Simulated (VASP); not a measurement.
Runs of VASP 6.6.1 on B2O. The structure is that of space group P-3m1 (No. 164), or close to it. The cells are those of the table. 

| cell | gap on the mesh (eV) | pressure (GPa) | largest force (eV/Å) |
| --- | --- | --- | --- |
| a = 2.443, b = 2.443, c = 9.668 Å, angles 90.0, 90.0, 120.0°, 6 atoms | none | 21.1 | 1.67 |
| a = 2.478, b = 2.478, c = 10.210 Å, angles 90.0, 90.0, 120.0°, 6 atoms | none | 6.0 | 0.86 |
| a = 2.445, b = 2.445, c = 10.488 Å, angles 90.0, 90.0, 120.0°, 6 atoms | none | 9.5 | 1.32 |
| a = 2.679, b = 2.679, c = 9.785 Å, angles 90.0, 90.0, 120.0°, 6 atoms | none | -17.3 | 1.64 |
| a = 2.715, b = 2.715, c = 9.526 Å, angles 90.0, 90.0, 120.0°, 6 atoms | none | -18.6 | 1.87 |
| a = 2.476, b = 2.476, c = 9.412 Å, angles 90.0, 90.0, 120.0°, 6 atoms | none | 17.5 | 1.15 |
| a = 2.615, b = 2.615, c = 9.173 Å, angles 90.0, 90.0, 120.0°, 6 atoms | none | (b) | 1.10 |
| a = 2.378, b = 2.378, c = 10.200 Å, angles 90.0, 90.0, 120.0°, 6 atoms | none | (a) | 2.75 |

Alike in all rows: task single point; level PBE+D3(BJ); potentials or basis VASP PAW PBE potentials, release 64 (B, O); no spin polarisation; k mesh 21 × 21 × 6; cutoff (eV) 520; smearing gaussian 0.15 eV.

Question: Fill in the values left out.

Answer: (a) 29.9; (b) -4.3.

Caveats: forces of over 1 eV/Å act on the atoms, so gaps and moduli don't describe the material at rest (at least some runs); the stress differs along the axes, from 7 to 28 GPa (at least some runs); the stress differs along the axes, from -7 to 13 GPa (at least some runs); the stress differs along the axes, from -10 to 19 GPa (at least some runs); the stress differs along the axes, from -22 to -7 GPa (at least some runs); the stress differs along the axes, from -26 to -4 GPa (at least some runs); the stress differs along the axes, from 11 to 21 GPa (at least some runs).

A gap of «none» marks levels without a gap at the run's occupations.
